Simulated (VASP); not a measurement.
# SnSe (Pm-3m) in VASP: settings compared

The runs below take SnSe through single point, with PBE, r2SCAN.

All numbers are computed with VASP 6.6.1; they aren't measurements. Logs are shortened: lines on timing, memory, paths and dates and some standing lists are left out, and cuts for length are marked.

## Step 1: The cell of the first run

The structure is cubic, space group Pm-3m (No. 221). Conventional cell: a = 3.665 Å, b = 3.665 Å, c = 3.665 Å, α = 90.00°, β = 90.00°, γ = 90.00°. Within 4.2 Å of Sn (site symmetry m-3m) lie 8 Se at 3.17 Å and 6 Sn at 3.67 Å. Within 4.2 Å of Se (site symmetry m-3m) lie 8 Sn at 3.17 Å and 6 Se at 3.67 Å.

## Step 2: Single point, PBE

File INCAR:

```
SYSTEM = SnSe
PREC = Accurate ; ENCUT = 520
EDIFF = 1E-6 ; ISMEAR = -1
SIGMA = 0.02 ; LREAL = .FALSE.
LASPH = .TRUE. ; NELM = 60
ALGO = Normal ; ISIF = 2
LWAVE = .FALSE. ; LCHARG = .FALSE.
GGA = PE ; NBANDS = 17
```

File KPOINTS:

```
Automatic mesh
0
G
  8 8 8
  0 0 0
```

File POSCAR:

```
SnSe
1.0
    3.6653564517      0.0000000000      0.0000000000
    0.0000000000      3.6653564517      0.0000000000
    0.0000000000      0.0000000000      3.6653564517
Sn Se
1 1
Direct
    0.0000000000      0.0000000000      0.0000000000
    0.5000000000      0.5000000000      0.5000000000
```

Potentials or basis: VASP PAW PBE potentials, release 64 (Sn_d, Se).

Command:

```sh
> cat potpaw_PBE.64/Sn_d/POTCAR potpaw_PBE.64/Se/POTCAR > POTCAR
> mpirun -np 1 vasp_std > vasp.out
```

OUTCAR:

```text
SYSTEM = SnSe
   PREC = Accurate
   ENCUT = 520
   EDIFF = 1E-6
   ISMEAR = -1
   LREAL = .FALSE.
   LASPH = .TRUE.
   NELM = 60
   ISIF = 2
   GGA = PE

 ion  position               nearest neighbor table
   1  0.000  0.000  0.000-   2 3.17   2 3.17   2 3.17   2 3.17   2 3.17   2 3.17   2 3.17   2 3.17

   2  0.500  0.500  0.500-   1 3.17   1 3.17   1 3.17   1 3.17   1 3.17   1 3.17   1 3.17   1 3.17

  LATTYP: Found a simple cubic cell.
 ALAT       =     3.6653564517

  Lattice vectors:

 A1 = (   3.6653564517,   0.0000000000,   0.0000000000)
 A2 = (   0.0000000000,   3.6653564517,   0.0000000000)
 A3 = (   0.0000000000,   0.0000000000,   3.6653564517)

Analysis of symmetry for initial positions (statically):
=====================================================================
 Subroutine PRICEL returns:
 Original cell was already a primitive cell.

 Routine SETGRP: Setting up the symmetry group for a
 simple cubic supercell.

 Subroutine GETGRP returns: Found 48 space group operations
 (whereof 48 operations were pure point group operations)
 out of a pool of 48 trial point group operations.

The static configuration has the point symmetry O_h .

Analysis of symmetry for dynamics (positions and initial velocities):
=====================================================================
 Subroutine PRICEL returns:
 Original cell was already a primitive cell.

 Routine SETGRP: Setting up the symmetry group for a
 simple cubic supercell.

 Subroutine GETGRP returns: Found 48 space group operations
 (whereof 48 operations were pure point group operations)
 out of a pool of 48 trial point group operations.

The dynamic configuration has the point symmetry O_h .

 Subroutine INISYM returns: Found 48 space group operations
 (whereof 48 operations are pure point group operations),
 and found     1 'primitive' translations

----------------------------------------------------------------------------------------

                                     Primitive cell

  volume of cell :      49.2435

  direct lattice vectors                    reciprocal lattice vectors
     3.665356452  0.000000000  0.000000000     0.272824762  0.000000000  0.000000000
     0.000000000  3.665356452  0.000000000     0.000000000  0.272824762  0.000000000
     0.000000000  0.000000000  3.665356452     0.000000000  0.000000000  0.272824762

  length of vectors
     3.665356452  3.665356452  3.665356452     0.272824762  0.272824762  0.272824762
[... 79 lines left out ...]
   ENCUT  =  520.0 eV  38.22 Ry    6.18 a.u.   6.82  6.82  6.82*2*pi/ulx,y,z
   NELM   =     60;   NELMIN=  2; NELMDL= -5     # of ELM steps
   EDIFF  = 0.1E-05   stopping-criterion for ELM
   LREAL  =      F    real-space projection
   EDIFFG = 0.1E-04   stopping-criterion for IOM
   NSW    =      0    number of steps for IOM
   IBRION =     -1    ionic relax: 0-MD 1-quasi-New 2-CG
   NFREE  =      0    steps in history (QN), initial steepest desc. (CG)
   ISIF   =      2    stress and relaxation
   ISYM   =      2    0-nonsym 1-usesym 2-fastsym
   POTIM  = 0.5000    time-step for ionic-motion
   TEBEG  =    0.0;   TEEND  =   0.0 temperature during run
   PSTRESS=    0.0 pullay stress
   NELECT =      20.0000    total number of electrons
   NUPDOWN=      -1.0000    fix difference up-down
   EMIN   =  10.00;   EMAX   =-10.00  energy-range for DOS
   EFERMI =   0.00;   METHOD = LEGACY
   ISMEAR =    -1;   SIGMA  =   0.02  broadening in eV -4-tet -1-fermi 0-gaus
   EFERMI_NEDOS =   21; number of points for ismear=-14 and -15
   IALGO  =     38    algorithm
   IMIX   =      4    mixing-type and parameters
     AMIX     =   0.40;   BMIX     =  1.00
     AMIX_MAG =   1.60;   BMIX_MAG =  1.00
  volume/ion in A,a.u.               =      24.62       166.16
  Fermi-wavevector in a.u.,A,eV,Ry     =   1.212370  2.291048 19.998410  1.469842
  Thomas-Fermi vector in A             =   2.347856
   LORBIT       =      0    0 simple, 1 ext, 2 COOP (PROOUT), +10 PAW based schemes
   GGA     = PE    functional components
   LHFCALC =     F    Hartree Fock is set to
   AEXX    =    0.0000 exact exchange contribution
   IVDW    =     0    specifies the selected vdW correction
   LEPSILON=     F    determine dielectric tensor
   LRPA    =     F    only Hartree local field effects (RPA)
 non-spin polarized calculation
  energy-cutoff  :      520.00
  volume of cell :       49.24
 maximum number of plane-waves:      1357
 NGX is ok and might be reduce to    28
   NGX = 13   NGY = 13   NGZ = 13

 number of electron      19.9999988 magnetization

 Free energy of the ion-electron system (eV)
  ---------------------------------------------------
  ext. energy  EPLUGINS =         0.00000000
  ---------------------------------------------------
  free energy    TOTEN  =        -7.70934126 eV

  energy without entropy =       -7.70799278  energy(sigma->0) =       -7.70866702

 E-fermi :   6.3037     XC(G=0): -10.2281

 val. band max:        6.2924641203   @ k =   0.3750   0.1250   0.0000
 cond. band min:       6.4367872524   @ k =   0.3750   0.3750   0.3750
 fundamental gap:      0.1443231321
 Fermi energy:         6.3037292803

 k-point     1 :       0.0000    0.0000    0.0000
  band No.  band energies     occupation
      1     -15.2656      2.00000
      2     -15.2656      2.00000
      3     -15.1885      2.00000
      4     -15.1885      2.00000
      5     -15.1885      2.00000
      6      -7.3956      2.00000
[... 457 lines left out ...]
      4     -15.2061      2.00000
      5     -15.1760      2.00000
      6      -5.7393      2.00000
[... 9 lines left out ...]
     16      16.2871      0.00000
     17      17.8225      0.00000

 [... further k-points ...]

------------------------ aborting loop because EDIFF is reached ----------------------------------------

  FORCE on cell =-STRESS in cart. coord.  units (eV):
  Direction    XX          YY          ZZ          XY          YZ          ZX
  --------------------------------------------------------------------------------------
  -------------------------------------------------------------------------------------
  Total        0.2992280      0.2992280      0.2992280     -0.0000000     -0.0000000      0.0000000
  in kB        9.7356336      9.7356336      9.7356336     -0.0000000     -0.0000000      0.0000000
  external PRESSURE =       9.7356336 kB  Pullay stress =       0.0000000 kB

 VOLUME and BASIS-vectors are now :
 -----------------------------------------------------------------------------
  energy-cutoff  :      520.00
  volume of cell :       49.24
      direct lattice vectors                 reciprocal lattice vectors
     3.665356452  0.000000000  0.000000000     0.272824762  0.000000000  0.000000000
     0.000000000  3.665356452  0.000000000     0.000000000  0.272824762  0.000000000
     0.000000000  0.000000000  3.665356452     0.000000000  0.000000000  0.272824762

 POSITION                                       TOTAL-FORCE (eV/Angst)
 -----------------------------------------------------------------------------------
      0.00000      0.00000      0.00000         0.000000      0.000000      0.000000
      1.83268      1.83268      1.83268         0.000000      0.000000      0.000000
 -----------------------------------------------------------------------------------
    total drift:                               -0.000000      0.000000     -0.000000

  FREE ENERGIE OF THE ION-ELECTRON SYSTEM (eV)
  ---------------------------------------------------
  free  energy   TOTEN  =        -7.7093412619 eV

  energy  without entropy=       -7.7079927846  energy(sigma->0) =       -7.70866702
```

stdout:

```text
POSCAR found type information on POSCAR SnSe
 POSCAR found :  2 types and       2 ions
 scaLAPACK will be used
 LDA part: xc-table for (Slater+PW92), standard interpolation
 POSCAR, INCAR and KPOINTS ok, starting setup
 FFT: planning ... GRIDC
 FFT: planning ... GRID_SOFT
 FFT: planning ... GRID
 WAVECAR not read
 entering main loop
```

Wall time 9 s (1 thread of Intel Xeon 6975P-C (Granite Rapids), shared host); peak memory 0.16 GiB.

Results:

```
Free energy            : -7.7093 eV
Pressure               : 1.0 GPa
Band gap on the k mesh : zero (band 10 reaches 6.60 eV, above the bottom of band 11 at 5.24 eV)
```

Caveat: spin-orbit coupling is left out, which moves the levels of the heavy elements.

## Step 3: Single point, r2SCAN

POSCAR is that of step 2.

File INCAR.step1:

```
SYSTEM = SnSe
PREC = Accurate
ENCUT = 520
ISMEAR = -1
SIGMA = 0.02
LREAL = .False.
LASPH = .True.
NELM = 80
NBANDS = 17
GGA = PE
ALGO = Normal
EDIFF = 1E-4
LWAVE = .True.
LCHARG = .False.
```

File INCAR.step2:

```
SYSTEM = SnSe
PREC = Accurate
ENCUT = 520
EDIFF = 1E-7
ISMEAR = -1
SIGMA = 0.02
LREAL = .False.
LASPH = .True.
NELM = 80
ALGO = Normal
ISIF = 2
LWAVE = .False.
LCHARG = .True.
METAGGA = R2SCAN
LMIXTAU = .True.
LELF = .True.
LVHAR = .True.
NBANDS = 17
ISTART = 1
```

File KPOINTS:

```
regular mesh
0
Gamma
  8 8 8
  0 0 0
```

Potentials or basis: VASP PAW PBE potentials, release 64 (Sn_d, Se).

Command:

```sh
> cat potpaw_PBE.64/Sn_d/POTCAR potpaw_PBE.64/Se/POTCAR > POTCAR
> cp INCAR.step1 INCAR
> mpirun -np 1 vasp_std > vasp.out
> cp INCAR.step2 INCAR
> mpirun -np 1 vasp_std > vasp.out
```

OUTCAR:

```text
SYSTEM = SnSe
   PREC = Accurate
   ENCUT = 520
   EDIFF = 1E-7
   ISMEAR = -1
   LREAL = .False.
   LASPH = .True.
   NELM = 80
   ISIF = 2
   METAGGA = R2SCAN
   ISTART = 1

 ion  position               nearest neighbor table
   1  0.000  0.000  0.000-   2 3.17   2 3.17   2 3.17   2 3.17   2 3.17   2 3.17   2 3.17   2 3.17

   2  0.500  0.500  0.500-   1 3.17   1 3.17   1 3.17   1 3.17   1 3.17   1 3.17   1 3.17   1 3.17

  LATTYP: Found a simple cubic cell.
 ALAT       =     3.6653564517

[... 668 lines left out ...]

------------------------ aborting loop because EDIFF is reached ----------------------------------------

  FORCE on cell =-STRESS in cart. coord.  units (eV):
  Direction    XX          YY          ZZ          XY          YZ          ZX
  --------------------------------------------------------------------------------------
  -------------------------------------------------------------------------------------
  Total        0.0632767      0.0632767      0.0632767      0.0000000     -0.0000000      0.0000000
  in kB        2.0587605      2.0587605      2.0587605      0.0000000     -0.0000000      0.0000000
  external PRESSURE =       2.0587605 kB  Pullay stress =       0.0000000 kB

 VOLUME and BASIS-vectors are now :
 -----------------------------------------------------------------------------
  energy-cutoff  :      520.00
  volume of cell :       49.24
      direct lattice vectors                 reciprocal lattice vectors
     3.665356452  0.000000000  0.000000000     0.272824762  0.000000000  0.000000000
     0.000000000  3.665356452  0.000000000     0.000000000  0.272824762  0.000000000
     0.000000000  0.000000000  3.665356452     0.000000000  0.000000000  0.272824762

 POSITION                                       TOTAL-FORCE (eV/Angst)
 -----------------------------------------------------------------------------------
      0.00000      0.00000      0.00000         0.000000      0.000000      0.000000
      1.83268      1.83268      1.83268         0.000000      0.000000      0.000000
 -----------------------------------------------------------------------------------
    total drift:                               -0.000000      0.000000     -0.000000

  FREE ENERGIE OF THE ION-ELECTRON SYSTEM (eV)
  ---------------------------------------------------
  free  energy   TOTEN  =       -39.2758651602 eV

  energy  without entropy=      -39.2747777128  energy(sigma->0) =      -39.27532144
```

OUTCAR.step1:

```text
SYSTEM = SnSe
   PREC = Accurate
   ENCUT = 520
   ISMEAR = -1
   LREAL = .False.
   LASPH = .True.
[... 702 lines left out ...]
      0.00000      0.00000      0.00000         0.000000      0.000000      0.000000
      1.83268      1.83268      1.83268         0.000000      0.000000      0.000000
 -----------------------------------------------------------------------------------
    total drift:                               -0.000000      0.000000     -0.000000

  FREE ENERGIE OF THE ION-ELECTRON SYSTEM (eV)
  ---------------------------------------------------
  free  energy   TOTEN  =        -7.7093400884 eV

  energy  without entropy=       -7.7079924295  energy(sigma->0) =       -7.70866626
```

It took 42 s on 1 thread of Intel Xeon 6975P-C (Granite Rapids), shared host; peak memory 0.17 GiB.

What came out:

```yaml
Free_energy: -39.2759 eV
Pressure: 0.2 GPa
Band_gap_on_the_k_mesh: zero (band 10 reaches 6.46 eV, above the bottom of band 11 at 5.22 eV)
```

Caveat: the PAW data sets were made with another functional, which shifts forces and pressure a little; spin-orbit coupling is left out, which moves the levels of the heavy elements.
